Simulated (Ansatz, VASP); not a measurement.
Mo in VASP and in Ansatz

INCAR

```
SYSTEM = Mo
  ALGO = Normal
  EDIFF = 1E-6
  ENCUT = 520
  GGA = PS
  ISIF = 2
  ISMEAR = 0
  LASPH = .True.
  LCHARG = .False.
  LREAL = .False.
  LWAVE = .False.
  NBANDS = 13
  NELM = 100
  PREC = Accurate
  SIGMA = 0.15
```

The input KPOINTS:

```
k-points
0
Gamma
  18 18 18
  0 0 0
```

Contents of POSCAR:

```
Mo
1.0
    2.5987348773      0.0000000000      0.0000000000
   -1.2993674387      2.2505704215      0.0000000000
    0.0000000000      0.0000000000      2.4274216650
Mo
1
Direct
    0.0000000000      0.0000000000      0.5000000000
```

Input for Ansatz:

```yaml
crystal:
  lattice:
    - [2.5987348773, 0.0, 0.0]
    - [-1.2993674387, 2.2505704215, 0.0]
    - [0.0, 0.0, 2.427421665]
  atoms:
    - { symbol: Mo, position: [0.0, 0.0, 0.5] }
basis:
  ecutwfc: 420
kpoints:
  mp_grid: { grid: [18, 18, 18] }
hamiltonian:
  xc: pbesol
scf:
  occupations: { method: gaussian, width: 0.15 }
output:
  forces: true
  stress: true
  eigenvalues: true
```

Change from the starting cell: strain -0.050 along x and y, -0.050 along z, atoms carried along.

Alike in both runs: task single point; functional PBEsol; k mesh 18 × 18 × 18; occupations gaussian, width 0.15 eV; no spin polarisation.

|  | VASP | Ansatz |
| --- | --- | --- |
| version | VASP 6.6.1 | Ansatz 0.2.0 |
| potentials or method | VASP PAW PBE potentials, release 64 (Mo_sv), cutoff 520 eV | scalar-relativistic, plane waves, PAW |
| valence electrons in the cell | 14 | 14 |

```tsv
	VASP	Ansatz	Ansatz less VASP
gap on the k mesh at the Fermi level (eV)	none	none	-
pressure (GPa)	41.9	40.8	-1.08
traceless stress, the component that is largest in VASP (GPa)	-7.51	-7.85	-0.338
```

VASP's potentials were made for PBE, not for PBEsol. A gap of «none» marks a metal or a gap that the smearing closes. Both programs put the cell under a high pressure, so it lies far from rest at this level. The functional is the same, so the differences come from potentials, cutoffs and numerics.
